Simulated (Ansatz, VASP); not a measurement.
## Ga: VASP beside Ansatz

The input INCAR:

```
SYSTEM = Ga
ALGO = Normal ; EDIFF = 1E-6
ENCUT = 520 ; GGA = PE
ISIF = 2 ; ISMEAR = -1
LASPH = .True. ; LCHARG = .True.
LELF = .True. ; LREAL = .False.
LVHAR = .True. ; LWAVE = .False.
NBANDS = 12 ; NELM = 80
PREC = Accurate ; SIGMA = 0.05
```

Contents of KPOINTS:

```
k-points
0
Gamma
  17 17 17
  0 0 0
```

The input POSCAR:

```
Ga
1.0
    0.0000000000      2.1032046148      2.1032046148
    2.1032046148      0.0000000000      2.1032046148
    2.1032046148      2.1032046148      0.0000000000
Ga
1
Direct
    0.0000000000      0.0000000000      0.0000000000
```

Input for Ansatz:

```yaml
crystal:
  lattice:
    - [0.0, 2.1032046148, 2.1032046148]
    - [2.1032046148, 0.0, 2.1032046148]
    - [2.1032046148, 2.1032046148, 0.0]
  atoms:
    - { symbol: Ga, position: [0.0, 0.0, 0.0] }
kpoints:
  mp_grid: { grid: [17, 17, 17] }
scf:
  occupations: { method: fermi_dirac, width: 0.05 }
hamiltonian:
  xc: pbe
  pseudopotentials: { kind: all_electron, lapw: { basis_error: 0.00025 } }
output:
  forces: true
  stress: true
  eigenvalues: true
```

Change from the starting cell: volume scaled by 0.98.

Alike in both runs: task single point; functional PBE; k mesh 17 × 17 × 17; occupations fermi-dirac, width 0.05 eV; no spin polarisation.

|  | VASP | Ansatz |
| --- | --- | --- |
| version | VASP 6.6.1 | Ansatz 0.2.0 |
| potentials or method | VASP PAW PBE potentials, release 64 (Ga_d), cutoff 520 eV | all-electron LAPW, scalar-relativistic |

Ansatz gave:

* pressure (GPa): 1.0

Task: What did VASP give for the same quantities?

Result: Pressure (GPa): 1.1.

Ansatz ran all-electron here, and VASP with PAW potentials.
